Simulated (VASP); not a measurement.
# CaSe (P6_3/mmc) in VASP: notebook

CaSe is run at these levels: PBE; tasks: single point.

All numbers are computed with VASP 6.6.1; they aren't measurements. Logs are shortened: lines on timing, memory, paths and dates and some standing lists are left out, and cuts for length are marked.

## Step 1: The cell of the first run

Symmetry: P6_3/mmc, No. 194, hexagonal system. Conventional cell: a = 4.065 Å, b = 4.065 Å, c = 7.052 Å, α = 90.00°, β = 90.00°, γ = 120.00°. Within 3.9 Å of Ca (site symmetry -3m) lie 6 Se at 2.94 Å and 2 Ca at 3.53 Å. Within 3.9 Å of Se (site symmetry -6m2) lie 6 Ca at 2.94 Å.

## Step 2: Single point, PBE (volume changed by -6%)

INCAR

```
  PREC = Accurate
  ENCUT = 520
  EDIFF = 1E-6
  ISMEAR = 0
  SIGMA = 0.01
  LREAL = F
  LASPH = T
  NELM = 60
  ALGO = Normal
  ISIF = 2
  LWAVE = F
  LCHARG = F
  GGA = PE
  NBANDS = 24
```

KPOINTS

```
regular mesh
0
Gamma
  6 6 4
```

POSCAR

```
CaSe
1.0
    4.0650932685      0.0000000000      0.0000000000
   -2.0325466343      3.5204740393      0.0000000000
    0.0000000000      0.0000000000      7.0521081919
Ca Se
2 2
Direct
    0.0000000000      0.0000000000      0.0000000000
    0.0000000000      0.0000000000      0.5000000000
    0.3333333333      0.6666666667      0.2500000000
    0.6666666667      0.3333333333      0.7500000000
```

Potentials or basis: VASP PAW PBE potentials, release 64 (Ca_sv, Se).

On the command line:

```
$ cat potpaw_PBE.64/Ca_sv/POTCAR potpaw_PBE.64/Se/POTCAR > POTCAR
$ mpirun -np 1 vasp_std > vasp.out
```

OUTCAR:

```text
PREC = Accurate
   ENCUT = 520
   EDIFF = 1E-6
   ISMEAR = 0
   LREAL = F
   LASPH = T
   NELM = 60
   ISIF = 2
   GGA = PE

 ion  position               nearest neighbor table
   1  0.000  0.000  0.000-   3 2.94   4 2.94   4 2.94   3 2.94   4 2.94   3 2.94
   2  0.000  0.000  0.500-   3 2.94   4 2.94   4 2.94   3 2.94   4 2.94   3 2.94
   3  0.333  0.667  0.250-   1 2.94   2 2.94   1 2.94   2 2.94   1 2.94   2 2.94
   4  0.667  0.333  0.750-   1 2.94   2 2.94   1 2.94   2 2.94   1 2.94   2 2.94

  LATTYP: Found a hexagonal cell.
 ALAT       =     4.0650932685
 C/A-ratio  =     1.7347961599

  Lattice vectors:

 A1 = (   4.0650932685,   0.0000000000,   0.0000000000)
 A2 = (  -2.0325466343,   3.5204740393,   0.0000000000)
 A3 = (   0.0000000000,   0.0000000000,   7.0521081919)

Analysis of symmetry for initial positions (statically):
=====================================================================
 Subroutine PRICEL returns:
 Original cell was already a primitive cell.

 Routine SETGRP: Setting up the symmetry group for a
 hexagonal supercell.

 Subroutine GETGRP returns: Found 24 space group operations
 (whereof 12 operations were pure point group operations)
 out of a pool of 24 trial point group operations.

The static configuration has the point symmetry D_3d.
 The point group associated with its full space group is D_6h.

Analysis of symmetry for dynamics (positions and initial velocities):
=====================================================================
 Subroutine PRICEL returns:
 Original cell was already a primitive cell.

 Routine SETGRP: Setting up the symmetry group for a
 hexagonal supercell.

 Subroutine GETGRP returns: Found 24 space group operations
 (whereof 12 operations were pure point group operations)
 out of a pool of 24 trial point group operations.

The dynamic configuration has the point symmetry D_3d.
 The point group associated with its full space group is D_6h.

 Subroutine INISYM returns: Found 24 space group operations
 (whereof 12 operations are pure point group operations),
 and found     1 'primitive' translations

----------------------------------------------------------------------------------------

[... 87 lines left out ...]
   LNONCOLLINEAR =      F non collinear calculations
   LSORBIT =      F    spin-orbit coupling
   LASPH  =      T    aspherical Exc in radial PAW
   ENCUT  =  520.0 eV  38.22 Ry    6.18 a.u.   7.56  7.56 13.11*2*pi/ulx,y,z
   NELM   =     60;   NELMIN=  2; NELMDL= -5     # of ELM steps
   EDIFF  = 0.1E-05   stopping-criterion for ELM
   LREAL  =      F    real-space projection
   EDIFFG = 0.1E-04   stopping-criterion for IOM
   NSW    =      0    number of steps for IOM
   IBRION =     -1    ionic relax: 0-MD 1-quasi-New 2-CG
   NFREE  =      0    steps in history (QN), initial steepest desc. (CG)
   ISIF   =      2    stress and relaxation
   ISYM   =      2    0-nonsym 1-usesym 2-fastsym
   POTIM  = 0.5000    time-step for ionic-motion
   TEBEG  =    0.0;   TEEND  =   0.0 temperature during run
   PSTRESS=    0.0 pullay stress
   NELECT =      32.0000    total number of electrons
   NUPDOWN=      -1.0000    fix difference up-down
   EMIN   =  10.00;   EMAX   =-10.00  energy-range for DOS
   EFERMI =   0.00;   METHOD = LEGACY
   ISMEAR =     0;   SIGMA  =   0.01  broadening in eV -4-tet -1-fermi 0-gaus
   EFERMI_NEDOS =   21; number of points for ismear=-14 and -15
   IALGO  =     38    algorithm
   IMIX   =      4    mixing-type and parameters
     AMIX     =   0.40;   BMIX     =  1.00
     AMIX_MAG =   1.60;   BMIX_MAG =  1.00
  volume/ion in A,a.u.               =      25.23       170.27
  Fermi-wavevector in a.u.,A,eV,Ry     =   1.116335  2.109568 16.955638  1.246204
  Thomas-Fermi vector in A             =   2.252948
   LORBIT       =      0    0 simple, 1 ext, 2 COOP (PROOUT), +10 PAW based schemes
   GGA     = PE    functional components
   LHFCALC =     F    Hartree Fock is set to
   AEXX    =    0.0000 exact exchange contribution
   IVDW    =     0    specifies the selected vdW correction
   LEPSILON=     F    determine dielectric tensor
   LRPA    =     F    only Hartree local field effects (RPA)
 non-spin polarized calculation
 Gauss-broadening in eV      SIGMA  =   0.01
  energy-cutoff  :      520.00
  volume of cell :      100.92
 maximum number of plane-waves:      2750
   NGX = 15   NGY = 15   NGZ = 27

 number of electron      32.0000001 magnetization

 Free energy of the ion-electron system (eV)
  ---------------------------------------------------
  ext. energy  EPLUGINS =         0.00000000
  ---------------------------------------------------
  free energy    TOTEN  =       -18.62512054 eV

  energy without entropy =      -18.62512054  energy(sigma->0) =      -18.62512054

 E-fermi :   2.8337     XC(G=0):  -9.2430

 val. band max:        2.7539494472   @ k =   0.0000   0.0000   0.0000
 cond. band min:       4.8597353213   @ k =   0.5000   0.0000   0.0000
 fundamental gap:      2.1057858742
 Fermi energy:         2.8337380172

 k-point     1 :       0.0000    0.0000    0.0000
  band No.  band energies     occupation
      1     -37.0955      2.00000
      2     -37.0759      2.00000
      3     -18.3028      2.00000
      4     -18.1006      2.00000
      5     -18.1006      2.00000
      6     -18.0733      2.00000
[... 556 lines left out ...]
     23       8.3549      0.00000
     24       8.3549      0.00000

------------------------ aborting loop because EDIFF is reached ----------------------------------------

  FORCE on cell =-STRESS in cart. coord.  units (eV):
  Direction    XX          YY          ZZ          XY          YZ          ZX
  --------------------------------------------------------------------------------------
  -------------------------------------------------------------------------------------
  Total        2.0954591      2.0954591      2.3685743     -0.0000000      0.0000000      0.0000000
  in kB       33.2658895     33.2658895     37.6016561     -0.0000000      0.0000000      0.0000000
  external PRESSURE =      34.7111450 kB  Pullay stress =       0.0000000 kB

 VOLUME and BASIS-vectors are now :
 -----------------------------------------------------------------------------
  energy-cutoff  :      520.00
  volume of cell :      100.92
      direct lattice vectors                 reciprocal lattice vectors
     4.065093269  0.000000000  0.000000000     0.245996816  0.142026328  0.000000000
    -2.032546634  3.520474039  0.000000000     0.000000000  0.284052656  0.000000000
     0.000000000  0.000000000  7.052108192     0.000000000  0.000000000  0.141801568

 POSITION                                       TOTAL-FORCE (eV/Angst)
 -----------------------------------------------------------------------------------
      0.00000      0.00000      0.00000         0.000000      0.000000     -0.000000
      0.00000      0.00000      3.52605        -0.000000      0.000000     -0.000000
     -0.00000      2.34698      1.76303         0.000000     -0.000000      0.000000
      2.03255      1.17349      5.28908        -0.000000      0.000000     -0.000000
 -----------------------------------------------------------------------------------
    total drift:                               -0.000000      0.000000      0.000000

  FREE ENERGIE OF THE ION-ELECTRON SYSTEM (eV)
  ---------------------------------------------------
  free  energy   TOTEN  =       -18.6251205399 eV

  energy  without entropy=      -18.6251205399  energy(sigma->0) =      -18.62512054
```

OSZICAR:

```text
N       E                     dE             d eps       ncg     rms          rms(c)
DAV:   1     0.267847594366E+03    0.26785E+03   -0.15051E+04  1008   0.124E+03
DAV:   2    -0.104286284922E+01   -0.26889E+03   -0.25745E+03  1152   0.327E+02
DAV:   3    -0.180852151684E+02   -0.17042E+02   -0.16867E+02  1664   0.721E+01
DAV:   4    -0.188983712226E+02   -0.81316E+00   -0.81027E+00  1552   0.131E+01
DAV:   5    -0.189204922952E+02   -0.22121E-01   -0.22119E-01  1408   0.165E+00    0.594E+00
DAV:   6    -0.186433810337E+02    0.27711E+00   -0.51048E-01  1304   0.276E+00    0.360E+00
DAV:   7    -0.186199043350E+02    0.23477E-01   -0.29461E-01  1456   0.266E+00    0.913E-01
DAV:   8    -0.186241059886E+02   -0.42017E-02   -0.33745E-02  1416   0.942E-01    0.120E-01
DAV:   9    -0.186247704653E+02   -0.66448E-03   -0.17723E-03  1368   0.270E-01    0.761E-02
DAV:  10    -0.186250868761E+02   -0.31641E-03   -0.40884E-04  1680   0.110E-01    0.246E-02
DAV:  11    -0.186251252121E+02   -0.38336E-04   -0.17425E-04  1320   0.882E-02    0.123E-02
DAV:  12    -0.186251211103E+02    0.41018E-05   -0.17161E-05  1496   0.246E-02    0.475E-03
DAV:  13    -0.186251205399E+02    0.57042E-06   -0.13319E-06  1016   0.758E-03
   1 F= -.18625121E+02 E0= -.18625121E+02  d E =-.176178E-31
```

Wall time 60 s (1 thread of Intel Xeon 6975P-C, shared host); peak memory 0.23 GiB.

What came out:

- Free energy: -18.6251 eV
- Pressure: 3.5 GPa
- Band gap on the k mesh: 2.11 eV, indirect (least direct gap 2.35 eV)

 A k mesh can miss the band edges.

## Step 3: Single point, PBE (volume changed by -3%)

INCAR

```
PREC = Accurate
ENCUT = 520
EDIFF = 1E-6
ISMEAR = 0
SIGMA = 0.01
LREAL = F
LASPH = T
NELM = 80
ALGO = Normal
ISIF = 2
LWAVE = F
LCHARG = F
GGA = PE
NBANDS = 24
```

KPOINTS is that of step 2.

POSCAR

```
CaSe
1.0
    4.1078868688      0.0000000000      0.0000000000
   -2.0539434344      3.5575343842      0.0000000000
    0.0000000000      0.0000000000      7.1263463652
Ca Se
2 2
Direct
    0.0000000000      0.0000000000      0.0000000000
    0.0000000000      0.0000000000      0.5000000000
    0.3333333333      0.6666666667      0.2500000000
    0.6666666667      0.3333333333      0.7500000000
```

Potentials or basis: VASP PAW PBE potentials, release 64 (Ca_sv, Se).

On the command line:

```
$ cat potpaw_PBE.64/Ca_sv/POTCAR potpaw_PBE.64/Se/POTCAR > POTCAR
$ mpirun -np 1 vasp_std > vasp.out
```

Run time: 54 s. Hardware: 1 thread of Intel Xeon 6975P-C, shared host; peak memory 0.24 GiB.

The run converged. Its results:

```
Free energy            : -18.6768 eV
Pressure               : 1.7 GPa
Band gap on the k mesh : 2.17 eV, indirect (least direct gap 2.40 eV)
```

Stress tensor (GPa, compression positive):
```
1.59 0.00 0.00
0.00 1.59 0.00
0.00 0.00 1.81
```

Levels at points of the mesh, in eV from the valence-band top:
```csv
k point,band 14,band 15,band 16,band 17,band 18,band 19
"(0.00, 0.00, 0.00)",-0.36,0.00,0.00,2.40,3.24,3.78
"(0.50, 0.00, 0.00)",-1.72,-1.26,-0.88,2.17,3.69,5.10
"(0.00, 0.00, 0.50)",-0.64,-0.64,-0.64,3.59,3.59,4.31
"(0.50, 0.00, 0.50)",-1.43,-1.07,-1.07,3.00,3.00,4.67
```

 A k mesh can miss the band edges.

(Continued in part 2 of 2.)
